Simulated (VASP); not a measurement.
Input of a VASP 6.6.1 run:

File POSCAR:

```
Al2O3
1.0
    3.1381818458      0.0000000000      0.0000000000
   -1.5690909229      2.7177452001      0.0000000000
    0.0000000000      0.0000000000      7.5746360022
Al O
2 3
Direct
    0.0000000000      0.0000000000      0.2779510000
    0.0000000000      0.0000000000      0.7220490000
    0.3333333333      0.6666666667      0.1994540000
    0.6666666667      0.3333333333      0.8005460000
    0.0000000000      0.0000000000      0.5000000000
```

The input INCAR.step1:

```
PREC     = Accurate       # precision mode
ENCUT    = 520            # plane-wave cutoff, eV
ISMEAR   = 0              # smearing method
SIGMA    = 0.05           # smearing width, eV
LREAL    = F              # projectors in reciprocal space
LASPH    = T              # aspherical terms in the spheres
NELM     = 100            # most SCF steps
NBANDS   = 20             # bands
GGA      = PE             # functional
ALGO     = Normal         # electronic algorithm
EDIFF    = 1E-4           # SCF threshold, eV
LWAVE    = T              # write WAVECAR
LCHARG   = F              # write CHGCAR
```

The input INCAR.step2:

```
PREC     = Accurate       # precision mode
ENCUT    = 520            # plane-wave cutoff, eV
EDIFF    = 1E-6           # SCF threshold, eV
ISMEAR   = 0              # smearing method
SIGMA    = 0.05           # smearing width, eV
LREAL    = F              # projectors in reciprocal space
LASPH    = T              # aspherical terms in the spheres
NELM     = 100            # most SCF steps
ALGO     = Normal         # electronic algorithm
ISIF     = 2              # what is computed and relaxed
LWAVE    = F              # write WAVECAR
LCHARG   = F              # write CHGCAR
METAGGA  = R2SCAN         # meta-GGA
LMIXTAU  = T            
NBANDS   = 20             # bands
ISTART   = 1
```

The input KPOINTS:

```
Automatic mesh
0
Gamma
  12 12 4
```

Potentials or basis: VASP PAW PBE potentials, release 64 (Al, O).

Command:

```sh
$ cat potpaw_PBE.64/Al/POTCAR potpaw_PBE.64/O/POTCAR > POTCAR
$ cp INCAR.step1 INCAR
$ mpirun -np 1 vasp_std > vasp.out
$ cp INCAR.step2 INCAR
$ mpirun -np 1 vasp_std > vasp.out
```

(1) What does it give for the pressure?

(2) Predict the band gap on the k mesh.

(3) What does it give for the largest force?

## Answers

(1) -14.9 GPa.

(2) 2.79 eV.

(3) 0.893 eV/Å.

Caveat: the cell differs from its parent crystal (strain +0.040 along x and y, +0.000 along z); the stress differs along the axes, from -19 to -6 GPa; the PAW data sets were made with another functional, which shifts forces and pressure a little.
